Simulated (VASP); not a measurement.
# MgO (Pm-3m) in VASP: settings compared, part 2 of 2

VASP 6.6.1. Earlier steps stand in the parts before.

## 3. Single point, PBE-based screened hybrid

Input file POSCAR:

```
MgO
1.0
    2.6233491285      0.0000000000      0.0000000000
    0.0000000000      2.6233491285      0.0000000000
    0.0000000000      0.0000000000      2.6233491285
Mg O
1 1
Direct
    0.0000000000      0.0000000000      0.0000000000
    0.5000000000      0.5000000000      0.5000000000
```

Input file INCAR.step1:

```
PREC = Accurate
ENCUT = 520
EDIFF = 1E-5
ISMEAR = 0
SIGMA = 0.01
LREAL = False
LASPH = True
NELM = 100
ALGO = Normal
ISIF = 2
LWAVE = True
LCHARG = False
GGA = PE
NBANDS = 11
```

Input file INCAR.step2:

```
PREC = Accurate
ENCUT = 520
EDIFF = 1E-7
ISMEAR = 0
SIGMA = 0.01
LREAL = False
LASPH = True
NELM = 100
ALGO = Normal
ISIF = 2
LWAVE = False
LCHARG = False
GGA = PE
LHFCALC = True
AEXX = 0.2
HFSCREEN = 0.3
PRECFOCK = Normal
ISTART = 1
NBANDS = 11
```

Input file KPOINTS:

```
Automatic mesh
0
Gamma
  4 4 4
```

Potentials or basis: VASP PAW PBE potentials, release 64 (Mg, O).

Launch:

```sh
cat potpaw_PBE.64/Mg/POTCAR potpaw_PBE.64/O/POTCAR > POTCAR
cp INCAR.step1 INCAR
mpirun -np 1 vasp_std > vasp.out
cp INCAR.step2 INCAR
mpirun -np 1 vasp_std > vasp.out
```

OUTCAR:

```text
PREC = Accurate
   ENCUT = 520
   EDIFF = 1E-7
   ISMEAR = 0
   LREAL = False
   LASPH = True
   NELM = 100
   ISIF = 2
   GGA = PE
   LHFCALC = True
   AEXX = 0.2
   HFSCREEN = 0.3
   PRECFOCK = Normal
   ISTART = 1

 ion  position               nearest neighbor table
   1  0.000  0.000  0.000-   2 2.27   2 2.27   2 2.27   2 2.27   2 2.27   2 2.27   2 2.27   2 2.27

   2  0.500  0.500  0.500-   1 2.27   1 2.27   1 2.27   1 2.27   1 2.27   1 2.27   1 2.27   1 2.27

  LATTYP: Found a simple cubic cell.
[... 323 lines left out ...]
------------------------ aborting loop because EDIFF is reached ----------------------------------------

  FORCE on cell =-STRESS in cart. coord.  units (eV):
  Direction    XX          YY          ZZ          XY          YZ          ZX
  --------------------------------------------------------------------------------------
  -------------------------------------------------------------------------------------
  Total        0.0394253      0.0394253      0.0394253      0.0000000     -0.0000000     -0.0000000
  in kB        3.4987887      3.4987887      3.4987887      0.0000000     -0.0000000     -0.0000000
  external PRESSURE =       3.4987887 kB  Pullay stress =       0.0000000 kB

 VOLUME and BASIS-vectors are now :
 -----------------------------------------------------------------------------
  energy-cutoff  :      520.00
  volume of cell :       18.05
      direct lattice vectors                 reciprocal lattice vectors
     2.623349129  0.000000000  0.000000000     0.381192114  0.000000000  0.000000000
     0.000000000  2.623349129  0.000000000     0.000000000  0.381192114  0.000000000
     0.000000000  0.000000000  2.623349129     0.000000000  0.000000000  0.381192114

 POSITION                                       TOTAL-FORCE (eV/Angst)
 -----------------------------------------------------------------------------------
      0.00000      0.00000      0.00000         0.000000      0.000000      0.000000
      1.31167      1.31167      1.31167         0.000000      0.000000      0.000000
 -----------------------------------------------------------------------------------
    total drift:                                0.000005     -0.000015      0.000110

  FREE ENERGIE OF THE ION-ELECTRON SYSTEM (eV)
  ---------------------------------------------------
  free  energy   TOTEN  =       -11.9262412814 eV

  energy  without entropy=      -11.9262412814  energy(sigma->0) =      -11.92624128
```

OUTCAR.step1:

```text
PREC = Accurate
   ENCUT = 520
   EDIFF = 1E-5
   ISMEAR = 0
   LREAL = False
[... 347 lines left out ...]
      0.00000      0.00000      0.00000         0.000000      0.000000      0.000000
      1.31167      1.31167      1.31167         0.000000      0.000000      0.000000
 -----------------------------------------------------------------------------------
    total drift:                                0.000000      0.000000      0.000000

  FREE ENERGIE OF THE ION-ELECTRON SYSTEM (eV)
  ---------------------------------------------------
  free  energy   TOTEN  =       -10.3485605981 eV

  energy  without entropy=      -10.3485605981  energy(sigma->0) =      -10.34856060
```

Wall time 2.2 min (1 thread of Intel Xeon 8259CL, shared host); peak memory 0.23 GiB.

What came out:

* Free energy: -11.9262 eV
* Pressure: 0.3 GPa
* Band gap on the k mesh: 3.63 eV, indirect (least direct gap 4.72 eV)

Caveat: the k points lie up to 0.60 Å⁻¹ apart; the PAW data sets were made with another functional, which shifts forces and pressure a little.

## 4. Single point, PBE

Input file INCAR:

```
SYSTEM = MgO
PREC     = Accurate       ! precision mode
ENCUT    = 600            ! plane-wave cutoff, eV
EDIFF    = 1E-6           ! SCF threshold, eV
ISMEAR   = 1              ! smearing method
SIGMA    = 0.5            ! smearing width, eV
LREAL    = .False.        ! projectors in reciprocal space
LASPH    = .True.         ! aspherical terms in the spheres
NELM     = 120            ! most SCF steps
ALGO     = Normal         ! electronic algorithm
ISIF     = 2              ! what is computed and relaxed
LWAVE    = .False.        ! write WAVECAR
LCHARG   = .True.         ! write CHGCAR
GGA      = PE             ! functional
LELF     = .True.         ! ELF
LVHAR    = .True.       
NBANDS   = 11             ! bands
GGA_COMPAT= .False.
```

Input file KPOINTS:

```
regular mesh
0
Gamma
  6 6 6
  0 0 0
```

POSCAR is that of step 3.

Launch:

```sh
cat potpaw_PBE.64/Mg/POTCAR potpaw_PBE.64/O/POTCAR > POTCAR
mpirun -np 1 vasp_std > vasp.out
```

It took 3.5 s on 1 thread of AMD EPYC 9R45 (Zen 5), shared host; peak memory 0.11 GiB.

The run converged. Its results:

```
Free energy            : -10.3827 eV
Pressure               : 5.2 GPa
Band gap on the k mesh : 2.62 eV, indirect (least direct gap 3.64 eV)
```

Levels at points of the mesh, in eV from the valence-band top:
| k point | band 1 | band 2 | band 3 | band 4 | band 5 | band 6 | band 7 | band 8 |
| --- | --- | --- | --- | --- | --- | --- | --- | --- |
| (0.00, 0.00, 0.00) | -18.59 | -1.02 | -1.02 | -1.02 | 2.62 | 10.47 | 10.47 | 20.49 |
| (0.50, 0.00, 0.00) | -17.34 | -6.57 | -0.57 | -0.57 | 7.11 | 9.55 | 14.61 | 17.50 |
| (0.50, 0.50, 0.00) | -16.46 | -4.76 | -4.76 | 0.00 | 4.99 | 12.30 | 12.30 | 13.44 |
| (0.50, 0.50, 0.50) | -15.60 | -3.67 | -3.67 | -3.67 | 7.53 | 7.53 | 7.53 | 16.51 |

## 5. Summary

| level | k mesh | cutoff (eV) | smearing | grid for exact exchange (PRECFOCK) | share of exact exchange | screening parameter | gap on the mesh (eV) | pressure (GPa) |
| --- | --- | --- | --- | --- | --- | --- | --- | --- |
| PBE-based screened hybrid | 4 × 4 × 4 | 520 | gaussian 0.01 eV | Normal | 0.35 | 0.2078 1/Å | 4.80 | -3.7 |
| PBE-based screened hybrid | 4 × 4 × 4 | 520 | gaussian 0.01 eV | Normal | 0.2 | 0.3 1/Å | 3.63 | 0.3 |
| PBE | 6 × 6 × 6 | 600 | methfessel-paxton 0.5 eV | - | - | - | 2.62 | 5.2 |

Alike in all rows: task single point; potentials or basis VASP PAW PBE potentials, release 64 (Mg, O); no spin polarisation; cell as given.

Caveats: some runs use coarse meshes; the PAW data sets were made with another functional, which shifts forces and pressure a little (some runs).

Absolute energies hang on the potentials; compare differences alone.
